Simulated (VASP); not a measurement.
# MnH4 (P4/mmm) in VASP: a series of runs, part 2 of 3

VASP 6.6.1. The steps go on from the part before.

**4. Relaxation of cell and atoms, PBE, collinear spin, ferromagnetic start**

This run uses another cell than the first one, of 9.54 Å³/atom, 1.442 times its volume.

Contents of INCAR:

```
SYSTEM = MnH4
ALGO     = Normal         ! electronic algorithm
EDIFF    = 1E-6           ! SCF threshold, eV
EDIFFG   = -0.04          ! ionic threshold
ENCUT    = 600            ! plane-wave cutoff, eV
GGA      = PE             ! functional
IBRION   = 2              ! ionic algorithm
ISIF     = 3              ! what is computed and relaxed
ISMEAR   = 0              ! smearing method
ISPIN    = 2              ! spin polarisation
LASPH    = .True.         ! aspherical terms in the spheres
LCHARG   = .False.        ! write CHGCAR
LMAXMIX  = 4              ! l up to which the mixer works
LORBIT   = 11             ! projections on sites
LREAL    = .False.        ! projectors in reciprocal space
LWAVE    = .False.        ! write WAVECAR
MAGMOM   = 4 0 0 0 0      ! initial moments
NELM     = 150            ! most SCF steps
NSW      = 90             ! ionic steps
PREC     = Accurate       ! precision mode
SIGMA    = 0.1            ! smearing width, eV
```

Contents of KPOINTS:

```
k-points
0
Gamma
  6 6 4
  0 0 0
```

Contents of POSCAR:

```
MnH4
1.0
    2.9042195400      0.0000000000      0.0000000000
    0.0000000000      2.9042195400      0.0000000000
    0.0000000000      0.0000000000      5.6550497700
Mn H
1 4
Direct
    0.5000000000      0.5000000000      0.5000000000
    0.0000000000      0.5000000000      0.1420885900
    0.5000000000      0.0000000000      0.1420885900
    0.0000000000      0.5000000000      0.8579114100
    0.5000000000      0.0000000000      0.8579114100
```

Potentials or basis: VASP PAW PBE potentials, release 64 (Mn_pv, H).

The run is started by

```console
$ cat potpaw_PBE.64/Mn_pv/POTCAR potpaw_PBE.64/H/POTCAR > POTCAR
$ mpirun -np 1 vasp_std > vasp.out
```

OUTCAR:

```text
SYSTEM = MnH4
   EDIFF = 1E-6
   EDIFFG = -0.04
   ENCUT = 600
   GGA = PE
   IBRION = 2
   ISIF = 3
   ISMEAR = 0
   ISPIN = 2
   LASPH = .True.
   LORBIT = 11
   LREAL = .False.
   NELM = 150
   NSW = 90
   PREC = Accurate

 ion  position               nearest neighbor table
   1  0.500  0.500  0.500-
   2  0.000  0.500  0.142-
   3  0.500  0.000  0.142-
   4  0.000  0.500  0.858-
   5  0.500  0.000  0.858-

  LATTYP: Found a simple tetragonal cell.
 ALAT       =     2.9042195400
 C/A-ratio  =     1.9471839825

  Lattice vectors:

 A1 = (   2.9042195400,   0.0000000000,   0.0000000000)
 A2 = (   0.0000000000,   2.9042195400,   0.0000000000)
 A3 = (   0.0000000000,   0.0000000000,   5.6550497700)

Analysis of symmetry for initial positions (statically):
=====================================================================
 Subroutine PRICEL returns:
 Original cell was already a primitive cell.

 Routine SETGRP: Setting up the symmetry group for a
 simple tetragonal supercell.

 Subroutine GETGRP returns: Found 16 space group operations
 (whereof 16 operations were pure point group operations)
 out of a pool of 16 trial point group operations.

[... 194 lines left out ...]
  external PRESSURE =    -191.3153849 kB  Pullay stress =       0.0000000 kB
[... 1751 lines left out ...]
      3     -46.4268      1.00000
      4      -3.3512      1.00000
      5      -3.3226      1.00000
      6      -1.7353      1.00000
      7      -0.0028      1.00000
      8       0.6548      1.00000
      9       0.9550      1.00000
     10       1.6933      1.00000
     11       4.2528      0.00000
     12       5.7886      0.00000
     13      14.0083      0.00000
     14      15.3694      0.00000

 [... further k-points ...]

[... ionic steps 4 to 30 ...]

--------------------------------------- Ionic step       31  -------------------------------------------

 number of electron      17.0000000 magnetization      -1.7611122

------------------------ aborting loop because EDIFF is reached ----------------------------------------
[... 73 lines left out ...]
--------------------------------------- Ionic step       33  -------------------------------------------

 number of electron      17.0000003 magnetization      -1.7723374

 Free energy of the ion-electron system (eV)
  ---------------------------------------------------
  ext. energy  EPLUGINS =         0.00000000
  ---------------------------------------------------
  free energy    TOTEN  =       -21.47992886 eV

  energy without entropy =      -21.47161270  energy(sigma->0) =      -21.47577078

 E-fermi :   2.1715     XC(G=0): -10.0471

 val. band max:        2.1393956896   @ k =   0.3333   0.0000   0.2500
 cond. band min:       2.2006002216   @ k =   0.5000   0.0000   0.5000
 fundamental gap:      0.0612045320
 Fermi energy:         2.1715015759
[... 854 lines left out ...]
  FREE ENERGIE OF THE ION-ELECTRON SYSTEM (eV)
  ---------------------------------------------------
  free  energy   TOTEN  =       -21.4799288649 eV

  energy  without entropy=      -21.4716127027  energy(sigma->0) =      -21.47577078

 reached required accuracy - stopping structural energy minimisation

 total charge

# of ion       s       p       d       tot
------------------------------------------
    1        0.364   6.462   5.144  11.970
    2        0.522   0.018   0.000   0.540
    3        0.522   0.018   0.000   0.540
    4        0.522   0.018   0.000   0.540
    5        0.522   0.018   0.000   0.540
--------------------------------------------------
tot          2.451   6.536   5.144  14.131

 magnetization (x)

# of ion       s       p       d       tot
------------------------------------------
    1       -0.009  -0.012  -1.870  -1.890
    2        0.028  -0.002   0.000   0.026
    3        0.028  -0.002   0.000   0.026
    4        0.028  -0.002   0.000   0.026
    5        0.028  -0.002   0.000   0.026
--------------------------------------------------
tot          0.104  -0.021  -1.870  -1.786
```

OSZICAR:

```text
N       E                     dE             d eps       ncg     rms          rms(c)
DAV:   1     0.103010082764E+03    0.10301E+03   -0.10271E+04  1712   0.129E+03
DAV:   2    -0.149145586468E+02   -0.11792E+03   -0.11331E+03  1788   0.311E+02
DAV:   3    -0.188030319637E+02   -0.38885E+01   -0.38243E+01  2010   0.637E+01
DAV:   4    -0.188443031768E+02   -0.41271E-01   -0.41222E-01  1758   0.673E+00
[... 395 lines left out ...]
DAV:   5    -0.214799255443E+02    0.18974E-03   -0.25431E-04  1902   0.163E-01    0.324E-02
DAV:   6    -0.214799266986E+02   -0.11543E-05   -0.11274E-05  1794   0.441E-02    0.159E-02
DAV:   7    -0.214799282779E+02   -0.15793E-05   -0.43480E-06  1920   0.277E-02    0.479E-03
DAV:   8    -0.214799288649E+02   -0.58699E-06   -0.21730E-07   846   0.606E-03
  33 F= -.21479929E+02 E0= -.21475771E+02  d E =-.236565E-02  mag=    -1.7724
```

Run time: 9.5 min. Hardware: 1 thread of Intel Xeon 6975P-C (Granite Rapids), shared host; peak memory 0.23 GiB.

What came out:

* Free energy: -21.4799 eV
* Relaxed volume: 6.44 Å³/atom
* Relaxed cell: a = 2.645 Å, b = 2.645 Å, c = 4.606 Å, α = 90.00°, β = 90.00°, γ = 90.00°
* Space group after relaxing (to 0.05 Å): P4/mmm (No. 123)
* Energy gained by relaxing: 993.0 meV/atom
* Ionic steps: 33
* Pressure after relaxing: 0.1 GPa
* Largest force after relaxing: 0.013 eV/Å
* Net moment: -1.77 μB per cell
* Site moments: Mn -1.89; H +0.03 μB
* Valence electrons inside the program's atomic spheres: Mn 11.97; H 0.54

Forces in eV/Å, atoms in the order of the input:
```
Mn   0.000  0.000  0.000
H    0.000  0.000  0.013
H    0.000  0.000  0.013
H    0.000  0.000 -0.013
H    0.000  0.000 -0.013
```

Stress tensor (GPa, compression positive):
```
-0.26  0.00  0.00
 0.00 -0.26  0.00
 0.00  0.00  0.80
```

The path:
```csv
step,energy change (eV),largest force (eV/Å),pressure (GPa),volume (Å³)
1,0.0000,0.3715,-19.13,47.70
2,-1.5306,0.3473,-18.53,40.13
3,-2.4984,3.9436,48.24,20.86
4,-3.2040,0.4088,-12.67,31.12
5,-3.5609,1.8143,6.65,24.71
6,-3.6283,1.1117,-2.02,26.83
7,-3.6337,1.1822,-0.22,26.46
8,-4.0139,1.1779,-0.58,25.26
9,-3.8959,0.4504,38.44,21.72
10,-4.2493,0.7880,12.77,23.61
11,-4.2524,0.5452,18.98,23.14
12,-4.5085,0.0031,12.36,24.72
13,-4.5537,0.3198,10.33,25.85
14,-4.6822,0.0810,0.01,27.64
15,-4.6901,0.2284,-3.71,28.34
16,-4.7663,0.2616,-3.92,28.49
17,-4.8346,0.3367,-3.26,28.61
18,-4.7887,0.5622,-1.27,28.49
19,-4.8490,0.3977,-2.29,28.62
20,-4.8809,0.0200,5.45,27.91
21,-4.8826,0.0888,3.98,28.03
22,-4.9106,0.0277,2.65,28.93
23,-4.9285,0.0486,1.13,30.15
24,-4.9303,0.0784,0.62,30.68
25,-4.9453,0.0809,-1.89,31.49
26,-4.9461,0.1208,-2.41,31.69
27,-4.9558,0.1055,-1.23,31.64
28,-4.9593,0.0895,-0.13,31.58
29,-4.9596,0.0842,0.22,31.56
30,-4.9614,0.0486,0.59,31.61
31,-4.9626,0.0076,1.22,31.68
32,-4.9640,0.0012,0.75,31.91
33,-4.9650,0.0131,0.09,32.22
```

Final structure:
```xyz
5
Lattice="2.6447 0.0000 0.0000 0.0000 2.6447 0.0000 0.0000 0.0000 4.6061" Properties=species:S:1:pos:R:3 pbc="T T T"
Mn    1.3224    1.3224    2.3030
H     0.0000    1.3224    1.2452
H     1.3224    0.0000    1.2452
H     2.6447    1.3224    3.3608
H     1.3224    0.0000    3.3608
```

Caveat: the k points lie up to 0.40 Å⁻¹ apart in the final cell; the volume moved by over 15 % at a fixed basis, so the end points are rough.

**5. Single point, PBE, collinear spin, ferromagnetic start**

This run uses another cell than the first one, of 7.19 Å³/atom, 1.087 times its volume.

Contents of INCAR:

```
ALGO     = Normal         # electronic algorithm
EDIFF    = 1E-7           # SCF threshold, eV
ENCUT    = 520            # plane-wave cutoff, eV
GGA      = PE             # functional
ISIF     = 2              # what is computed and relaxed
ISMEAR   = 0              # smearing method
ISPIN    = 2              # spin polarisation
LASPH    = T              # aspherical terms in the spheres
LCHARG   = T              # write CHGCAR
LELF     = T              # ELF
LMAXMIX  = 4              # l up to which the mixer works
LORBIT   = 11             # projections on sites
LREAL    = F              # projectors in reciprocal space
LVHAR    = T            
LWAVE    = F              # write WAVECAR
MAGMOM   = 3.75 0 0 0 0   # initial moments
NBANDS   = 20             # bands
NELM     = 150            # most SCF steps
PREC     = Accurate       # precision mode
SIGMA    = 0.1            # smearing width, eV
```

Contents of KPOINTS:

```
k-points
0
Gamma
  12 12 10
```

Contents of POSCAR:

```
MnH4
1.0
    2.6424725558      0.0000000000      0.0000000000
    0.0000000000      2.6424725558      0.0000000000
    0.0000000000      0.0000000000      5.1480471243
Mn H
1 4
Direct
    0.5000000000      0.5000000000      0.5000000000
    0.0000000000      0.5000000000      0.2937019664
    0.5000000000      0.0000000000      0.2937019664
    0.0000000000      0.5000000000      0.7062980336
    0.5000000000      0.0000000000      0.7062980336
```

The run is started by

```console
$ cat potpaw_PBE.64/Mn_pv/POTCAR potpaw_PBE.64/H/POTCAR > POTCAR
$ mpirun -np 1 vasp_std > vasp.out
```

Run time: 1.9 min. Hardware: 1 thread of Intel Xeon 6975P-C (Granite Rapids), shared host; peak memory 0.28 GiB.

Results (log left out):

```
Free energy                                           : -21.4595 eV
Pressure                                              : -0.1 GPa
Largest force                                         : 0.005 eV/Å
Net moment                                            : 1.81 μB per cell
Site moments                                          : Mn +1.92; H -0.03 μB
Valence electrons inside the program's atomic spheres : Mn 11.97; H 0.54
```

Forces on the atoms (eV/Å):
```
Mn   0.000  0.000  0.000
H    0.000  0.000 -0.005
H    0.000  0.000 -0.005
H    0.000  0.000  0.005
H    0.000  0.000  0.005
```

Levels at points of the mesh, in eV from the Fermi level:
Spin up:
```tsv
k point	band 7	band 8	band 9	band 10	band 11	band 12
(0.00, 0.00, 0.00)	-2.56	-0.80	-0.80	-0.53	4.49	5.96
(0.50, 0.00, 0.00)	-1.83	-1.42	-1.25	-0.62	1.63	4.78
(0.50, 0.50, 0.00)	-1.99	-1.99	-0.96	0.66	6.01	6.01
(0.00, 0.00, 0.50)	-2.33	-0.80	-0.80	-0.53	5.78	7.08
(0.50, 0.00, 0.50)	-1.83	-1.71	-1.42	-0.62	1.78	3.82
(0.50, 0.50, 0.50)	-1.81	-1.81	-0.91	0.66	5.42	5.42
```
Spin down:
| k point | band 5 | band 6 | band 7 | band 8 | band 9 | band 10 | band 11 | band 12 |
| --- | --- | --- | --- | --- | --- | --- | --- | --- |
| (0.00, 0.00, 0.00) | -5.75 | -3.59 | -1.04 | 0.87 | 0.87 | 2.24 | 5.01 | 5.65 |
| (0.50, 0.00, 0.00) | -4.74 | -4.44 | -1.31 | -0.25 | 1.08 | 1.17 | 3.00 | 5.74 |
| (0.50, 0.50, 0.00) | -3.71 | -2.03 | -2.03 | -1.73 | 0.93 | 1.92 | 6.81 | 6.81 |
| (0.00, 0.00, 0.50) | -6.42 | -3.58 | -0.65 | 0.87 | 0.87 | 2.24 | 5.46 | 7.05 |
| (0.50, 0.00, 0.50) | -4.92 | -4.21 | -1.89 | -0.05 | 1.08 | 1.17 | 3.10 | 4.70 |
| (0.50, 0.50, 0.50) | -3.81 | -1.84 | -1.84 | -1.71 | 1.02 | 1.92 | 6.20 | 6.20 |

[end of part 2 of 3]
